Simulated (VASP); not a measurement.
# GaN (F-43m) in VASP: notebook

Runs on GaN. Level: LDA. Tasks: single point.

All numbers are computed with VASP 6.6.1; they aren't measurements. Logs are shortened: lines on timing, memory, paths and dates and some standing lists are left out, and cuts for length are marked.

## 1. The cell of the first run

The structure is cubic, space group F-43m (No. 216). Conventional cell: a = 4.455 Å, b = 4.455 Å, c = 4.455 Å, α = 90.00°, β = 90.00°, γ = 90.00°. Ga (site symmetry -43m) has 4 N at 1.93 Å within 2.6 Å. N (site symmetry -43m) has 4 Ga at 1.93 Å within 2.6 Å.

## 2. Single point, LDA

File INCAR:

```
PREC     = Accurate       # precision mode
ENCUT    = 600            # plane-wave cutoff, eV
EDIFF    = 1E-6           # SCF threshold, eV
ISMEAR   = 0              # smearing method
SIGMA    = 0.02           # smearing width, eV
LREAL    = F              # projectors in reciprocal space
LASPH    = T              # aspherical terms in the spheres
NELM     = 120            # most SCF steps
ALGO     = Normal         # electronic algorithm
ISIF     = 2              # what is computed and relaxed
LWAVE    = F              # write WAVECAR
LCHARG   = T              # write CHGCAR
GGA      = CA             # functional
LELF     = T              # ELF
LVHAR    = T            
NBANDS   = 16             # bands
GGA_COMPAT= F
```

File KPOINTS:

```
regular mesh
0
Gamma
  10 10 10
```

File POSCAR:

```
GaN
1.0
    0.0000000000      2.2276025210      2.2276025210
    2.2276025210      0.0000000000      2.2276025210
    2.2276025210      2.2276025210      0.0000000000
Ga N
1 1
Direct
    0.0000000000      0.0000000000      0.0000000000
    0.2500000000      0.2500000000      0.2500000000
```

Potentials or basis: VASP PAW LDA potentials, release 64 (Ga_d, N).

Launch:

```sh
$ cat potpaw_LDA.64/Ga_d/POTCAR potpaw_LDA.64/N/POTCAR > POTCAR
$ mpirun -np 1 vasp_std > vasp.out
```

OUTCAR:

```text
PREC = Accurate
   ENCUT = 600
   EDIFF = 1E-6
   ISMEAR = 0
   LREAL = F
   LASPH = T
   NELM = 120
   ISIF = 2
   GGA = CA

 ion  position               nearest neighbor table
   1  0.000  0.000  0.000-   2 1.93   2 1.93   2 1.93   2 1.93
   2  0.250  0.250  0.250-   1 1.93   1 1.93   1 1.93   1 1.93

  LATTYP: Found a face centered cubic cell.
 ALAT       =     4.4552050420

  Lattice vectors:

 A1 = (   0.0000000000,   2.2276025210,   2.2276025210)
 A2 = (   2.2276025210,   0.0000000000,   2.2276025210)
 A3 = (   2.2276025210,   2.2276025210,   0.0000000000)

Analysis of symmetry for initial positions (statically):
=====================================================================
 Subroutine PRICEL returns:
 Original cell was already a primitive cell.

 Routine SETGRP: Setting up the symmetry group for a
 face centered cubic supercell.

 Subroutine GETGRP returns: Found 24 space group operations
 (whereof 24 operations were pure point group operations)
 out of a pool of 48 trial point group operations.

The static configuration has the point symmetry T_d .

Analysis of symmetry for dynamics (positions and initial velocities):
=====================================================================
 Subroutine PRICEL returns:
 Original cell was already a primitive cell.

 Routine SETGRP: Setting up the symmetry group for a
 face centered cubic supercell.

 Subroutine GETGRP returns: Found 24 space group operations
 (whereof 24 operations were pure point group operations)
 out of a pool of 48 trial point group operations.

The dynamic configuration has the point symmetry T_d .

 Subroutine INISYM returns: Found 24 space group operations
 (whereof 24 operations are pure point group operations),
 and found     1 'primitive' translations

----------------------------------------------------------------------------------------

                                     Primitive cell

  volume of cell :      22.1077

  direct lattice vectors                    reciprocal lattice vectors
     0.000000000  2.227602521  2.227602521    -0.224456560  0.224456560  0.224456560
     2.227602521  0.000000000  2.227602521     0.224456560 -0.224456560  0.224456560
     2.227602521  2.227602521  0.000000000     0.224456560  0.224456560 -0.224456560

  length of vectors
     3.150305697  3.150305697  3.150305697     0.388770167  0.388770167  0.388770167

  position of ions in fractional coordinates (direct lattice)
     0.000000000  0.000000000  0.000000000
     0.250000000  0.250000000  0.250000000

  ion indices of the primitive-cell ions
   primitive index   ion index
                 1           1
                 2           2

----------------------------------------------------------------------------------------

 KPOINTS: regular mesh

Automatic generation of k-mesh.
 Grid dimensions read from file:
 generate k-points for:   10   10   10

 Generating k-lattice:

  Cartesian coordinates                     Fractional coordinates (reciprocal lattice)
    -0.022445656  0.022445656  0.022445656     0.100000000  0.000000000  0.000000000
     0.022445656 -0.022445656  0.022445656     0.000000000  0.100000000  0.000000000
     0.022445656  0.022445656 -0.022445656     0.000000000  0.000000000  0.100000000

  Length of vectors
     0.038877017  0.038877017  0.038877017

  Shift w.r.t. Gamma in fractional coordinates (k-lattice)
     0.000000000  0.000000000  0.000000000

 Subroutine IBZKPT returns following result:
 ===========================================

 Found     47 irreducible k-points:

 Following reciprocal coordinates:
            Coordinates               Weight
  0.000000  0.000000  0.000000      1.000000
  0.100000  0.000000  0.000000      8.000000
  0.200000  0.000000  0.000000      8.000000
  0.300000  0.000000  0.000000      8.000000
  0.400000  0.000000  0.000000      8.000000
  0.500000  0.000000  0.000000      4.000000
[... 16 lines left out ...]
  0.300000  0.300000  0.000000      6.000000
  0.400000  0.300000  0.000000     24.000000
 [... further k-points ...]
   k-points           NKPTS =     47   k-points in BZ     NKDIM =     47   number of bands    NBANDS=     16
   number of dos      NEDOS =    301   number of ions     NIONS =      2
   total plane-waves  NPLWV =  21952
   dimension x,y,z NGX =    28 NGY =   28 NGZ =   28
   dimension x,y,z NGXF=    56 NGYF=   56 NGZF=   56
   ions per type =               1   1
   NGX,Y,Z   is equivalent  to a cutoff of  14.78, 14.78, 14.78 a.u.
   NGXF,Y,Z  is equivalent  to a cutoff of  29.55, 29.55, 29.55 a.u.
 SYSTEM =  unknown system
   PREC   = accura    normal or accurate (medium, high low for compatibility)
   ISTART =      0    job   : 0-new  1-cont  2-samecut
   ICHARG =      2    charge: 1-file 2-atom 10-const
   ISPIN  =      1    spin polarized calculation?
   LNONCOLLINEAR =      F non collinear calculations
   LSORBIT =      F    spin-orbit coupling
   LASPH  =      T    aspherical Exc in radial PAW
   ENCUT  =  600.0 eV  44.10 Ry    6.64 a.u.   6.29  6.29  6.29*2*pi/ulx,y,z
   NELM   =    120;   NELMIN=  2; NELMDL= -5     # of ELM steps
   EDIFF  = 0.1E-05   stopping-criterion for ELM
   LREAL  =      F    real-space projection
   EDIFFG = 0.1E-04   stopping-criterion for IOM
   NSW    =      0    number of steps for IOM
   IBRION =     -1    ionic relax: 0-MD 1-quasi-New 2-CG
   NFREE  =      0    steps in history (QN), initial steepest desc. (CG)
   ISIF   =      2    stress and relaxation
   ISYM   =      2    0-nonsym 1-usesym 2-fastsym
   POTIM  = 0.5000    time-step for ionic-motion
   TEBEG  =    0.0;   TEEND  =   0.0 temperature during run
   PSTRESS=    0.0 pullay stress
   NELECT =      18.0000    total number of electrons
   NUPDOWN=      -1.0000    fix difference up-down
   EMIN   =  10.00;   EMAX   =-10.00  energy-range for DOS
   EFERMI =   0.00;   METHOD = LEGACY
   ISMEAR =     0;   SIGMA  =   0.02  broadening in eV -4-tet -1-fermi 0-gaus
   EFERMI_NEDOS =   21; number of points for ismear=-14 and -15
   IALGO  =     38    algorithm
   IMIX   =      4    mixing-type and parameters
     AMIX     =   0.40;   BMIX     =  1.00
     AMIX_MAG =   1.60;   BMIX_MAG =  1.00
  volume/ion in A,a.u.               =      11.05        74.59
  Fermi-wavevector in a.u.,A,eV,Ry     =   1.528685  2.888796 31.795148  2.336877
  Thomas-Fermi vector in A             =   2.636410
   LORBIT       =      0    0 simple, 1 ext, 2 COOP (PROOUT), +10 PAW based schemes
   GGA     = CA    functional components
   LHFCALC =     F    Hartree Fock is set to
   AEXX    =    0.0000 exact exchange contribution
   IVDW    =     0    specifies the selected vdW correction
   LEPSILON=     F    determine dielectric tensor
   LRPA    =     F    only Hartree local field effects (RPA)
 non-spin polarized calculation
 Gauss-broadening in eV      SIGMA  =   0.02
  energy-cutoff  :      600.00
  volume of cell :       22.11
 maximum number of plane-waves:       754
 NGX is ok and might be reduce to    28
   NGX = 13   NGY = 13   NGZ = 13

 number of electron      18.0000001 magnetization

 Free energy of the ion-electron system (eV)
  ---------------------------------------------------
  ext. energy  EPLUGINS =         0.00000000
  ---------------------------------------------------
  free energy    TOTEN  =       -13.94408007 eV

  energy without entropy =      -13.94408007  energy(sigma->0) =      -13.94408007

 E-fermi :   5.6264     XC(G=0): -12.3044

 val. band max:        5.4205361067   @ k =   0.0000   0.0000   0.0000
 cond. band min:       7.3933569542   @ k =   0.0000   0.0000   0.0000
 fundamental gap:      1.9728208474
 Fermi energy:         5.6263822381

 k-point     1 :       0.0000    0.0000    0.0000
  band No.  band energies     occupation
      1     -10.6886      2.00000
      2      -8.1706      2.00000
      3      -8.1706      2.00000
      4      -8.1706      2.00000
      5      -7.8162      2.00000
      6      -7.8162      2.00000
[... 8 lines left out ...]
     15      24.3643      0.00000
     16      24.3643      0.00000

 k-point     2 :       0.1000    0.0000    0.0000
  band No.  band energies     occupation
      1     -10.5689      2.00000
      2      -8.1556      2.00000
      3      -8.1556      2.00000
      4      -8.1327      2.00000
      5      -7.8177      2.00000
      6      -7.8177      2.00000
[... 8 lines left out ...]
     15      23.0823      0.00000
     16      23.0823      0.00000

 k-point     3 :       0.2000    0.0000    0.0000
  band No.  band energies     occupation
      1     -10.2671      2.00000
      2      -8.1207      2.00000
      3      -8.1207      2.00000
      4      -7.9668      2.00000
      5      -7.8166      2.00000
      6      -7.8166      2.00000
[... 8 lines left out ...]
     15      22.3070      0.00000
     16      22.3070      0.00000

 k-point     4 :       0.3000    0.0000    0.0000
  band No.  band energies     occupation
      1      -9.9491      2.00000
      2      -8.0899      2.00000
      3      -8.0899      2.00000
      4      -7.8017      2.00000
      5      -7.8017      2.00000
      6      -7.5414      2.00000
[... 8 lines left out ...]
     15      22.8156      0.00000
     16      22.8156      0.00000

 k-point     5 :       0.4000    0.0000    0.0000
  band No.  band energies     occupation
      1      -9.7647      2.00000
      2      -8.0768      2.00000
      3      -8.0768      2.00000
      4      -7.7767      2.00000
      5      -7.7767      2.00000
      6      -6.8588      2.00000
[... 8 lines left out ...]
     15      24.2605      0.00000
     16      24.2605      0.00000

 k-point     6 :       0.5000    0.0000    0.0000
  band No.  band energies     occupation
      1      -9.7132      2.00000
      2      -8.0745      2.00000
      3      -8.0745      2.00000
      4      -7.7642      2.00000
      5      -7.7642      2.00000
      6      -6.4373      2.00000
[... 8 lines left out ...]
     15      25.2938      0.00000
     16      25.2938      0.00000
[... 267 lines left out ...]
 k-point    21 :      -0.3000    0.2000    0.0000
  band No.  band energies     occupation
      1      -9.6904      2.00000
      2      -8.0653      2.00000
      3      -8.0149      2.00000
      4      -7.8243      2.00000
      5      -7.8232      2.00000
      6      -6.7195      2.00000
[... 8 lines left out ...]
     15      22.8814      0.00000
     16      26.2951      0.00000

 k-point    22 :      -0.2000    0.2000    0.0000
  band No.  band energies     occupation
      1      -9.8516      2.00000
      2      -8.0731      2.00000
      3      -8.0554      2.00000
      4      -7.8417      2.00000
      5      -7.8355      2.00000
      6      -7.3453      2.00000
[... 8 lines left out ...]
     15      22.9205      0.00000
     16      26.2130      0.00000

 k-point    23 :       0.3000    0.3000    0.0000
  band No.  band energies     occupation
      1      -9.7602      2.00000
      2      -8.0177      2.00000
      3      -7.9607      2.00000
      4      -7.9607      2.00000
      5      -7.7605      2.00000
      6      -7.3295      2.00000
[... 8 lines left out ...]
     15      27.7341      0.00000
     16      28.3223      0.00000

 k-point    24 :       0.4000    0.3000    0.0000
  band No.  band energies     occupation
      1      -9.6405      2.00000
      2      -8.0362      2.00000
      3      -7.9234      2.00000
      4      -7.9221      2.00000
      5      -7.7493      2.00000
      6      -6.8247      2.00000
[... 8 lines left out ...]
     15      28.1236      0.00000
     16      28.1582      0.00000

 [... further k-points ...]

------------------------ aborting loop because EDIFF is reached ----------------------------------------

  FORCE on cell =-STRESS in cart. coord.  units (eV):
  Direction    XX          YY          ZZ          XY          YZ          ZX
  --------------------------------------------------------------------------------------
  -------------------------------------------------------------------------------------
  Total        0.1439053      0.1439053      0.1439053      0.0000000     -0.0000000      0.0000000
  in kB       10.4290395     10.4290395     10.4290395      0.0000000     -0.0000000      0.0000000
  external PRESSURE =      10.4290395 kB  Pullay stress =       0.0000000 kB

 VOLUME and BASIS-vectors are now :
 -----------------------------------------------------------------------------
  energy-cutoff  :      600.00
  volume of cell :       22.11
      direct lattice vectors                 reciprocal lattice vectors
     0.000000000  2.227602521  2.227602521    -0.224456560  0.224456560  0.224456560
     2.227602521  0.000000000  2.227602521     0.224456560 -0.224456560  0.224456560
     2.227602521  2.227602521  0.000000000     0.224456560  0.224456560 -0.224456560

 POSITION                                       TOTAL-FORCE (eV/Angst)
 -----------------------------------------------------------------------------------
      0.00000      0.00000      0.00000        -0.000000     -0.000000     -0.000000
      1.11380      1.11380      1.11380         0.000000      0.000000      0.000000
 -----------------------------------------------------------------------------------
    total drift:                               -0.000000     -0.000000      0.000000

  FREE ENERGIE OF THE ION-ELECTRON SYSTEM (eV)
  ---------------------------------------------------
  free  energy   TOTEN  =       -13.9440800666 eV

  energy  without entropy=      -13.9440800666  energy(sigma->0) =      -13.94408007
```

Run time: 43 s. Hardware: 1 thread of Intel Xeon 8259CL, shared host; peak memory 0.15 GiB.

Results:

```yaml
Free_energy: -13.9441 eV
Pressure: 1.0 GPa
Band_gap_on_the_k_mesh: 1.97 eV
```

Levels at points of the mesh, in eV from the valence-band top:
| k point | band 5 | band 6 | band 7 | band 8 | band 9 | band 10 | band 11 | band 12 | band 13 | band 14 |
| --- | --- | --- | --- | --- | --- | --- | --- | --- | --- | --- |
| (0.00, 0.00, 0.00) | -13.24 | -13.24 | 0.00 | 0.00 | 0.00 | 1.97 | 10.33 | 10.33 | 10.33 | 17.77 |
| (0.50, 0.00, 0.00) | -13.18 | -11.86 | -7.35 | -1.02 | -1.02 | 4.78 | 8.77 | 10.38 | 10.38 | 15.69 |
| (0.50, 0.50, 0.00) | -13.15 | -11.39 | -6.35 | -2.86 | -2.86 | 3.26 | 6.69 | 11.75 | 14.12 | 14.12 |

## 3. Single point, LDA

File INCAR:

```
SYSTEM = GaN
  PREC = Accurate
  ENCUT = 600
  EDIFF = 1E-6
  ISMEAR = 0
  SIGMA = 0.02
  LREAL = .False.
  LASPH = .True.
  NELM = 120
  ALGO = Normal
  ISIF = 2
  LWAVE = .False.
  LCHARG = .False.
  NBANDS = 16
  GGA_COMPAT = .False.
```

File KPOINTS:

```
Automatic mesh
0
Gamma
  10 10 10
  0 0 0
```

POSCAR is that of step 2.

Potentials or basis: VASP PAW LDA potentials, release 64 (Ga_d, N).

Launch:

```sh
$ cat potpaw_LDA.64/Ga_d/POTCAR potpaw_LDA.64/N/POTCAR > POTCAR
$ mpirun -np 1 vasp_std > vasp.out
```

It took 41 s on 1 thread of Intel Xeon 8259CL, shared host; peak memory 0.15 GiB.

Results (log left out):

```yaml
Free_energy: -13.9441 eV
Pressure: 1.0 GPa
Band_gap_on_the_k_mesh: 1.97 eV
```

Levels at points of the mesh, in eV from the valence-band top:
```
           k point  band 7  band 8  band 9  band 10  band 11  band 12
(0.00, 0.00, 0.00)    0.00    0.00    0.00     1.97    10.33    10.33
(0.50, 0.00, 0.00)   -7.35   -1.02   -1.02     4.78     8.77    10.38
(0.50, 0.50, 0.00)   -6.35   -2.86   -2.86     3.26     6.69    11.75
```
